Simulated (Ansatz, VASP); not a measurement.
Two plane-wave programs on IrO2

```
Ir O
1.0
     4.47158    0.00000    0.00000
     0.00000    4.47158    0.00000
     0.00000    0.00000    3.15357
Ir O
2 4
Direct
  0.00000 0.00000 0.00000
  0.50000 0.50000 0.50000
  0.30878 0.30878 0.00000
  0.19122 0.80878 0.50000
  0.69122 0.69122 0.00000
  0.80878 0.19122 0.50000
```

Alike in both runs: functional PBEsol; k mesh 8 × 8 × 12; occupations gaussian, width 0.1 eV; no spin polarisation.

Ansatz relaxed the structure, and its values are those at the end. VASP's run is a single point on that final structure, the one shown.

|  | VASP | Ansatz |
| --- | --- | --- |
| version | VASP 6.6.1 | Ansatz 0.2.0 |
| potentials or method | VASP PAW PBE potentials, release 64 (Ir_sv_GW, O), cutoff 700 eV | scalar-relativistic, plane waves, PAW |
| valence electrons in the cell | 58 | 58 |

```tsv
	VASP	Ansatz	Ansatz less VASP
gap on the k mesh at the Fermi level (eV)	none	none	-
pressure (GPa)	-0.3	0.0	+0.31
rms of the force components (eV/Å)	0.004	0.000	-0.0038
```

VASP's potentials were made for PBE, not for PBEsol, and Ansatz warns of the same on its side. A gap of «none» marks a metal or a gap that the smearing closes.

Neither program's run includes spin-orbit coupling.
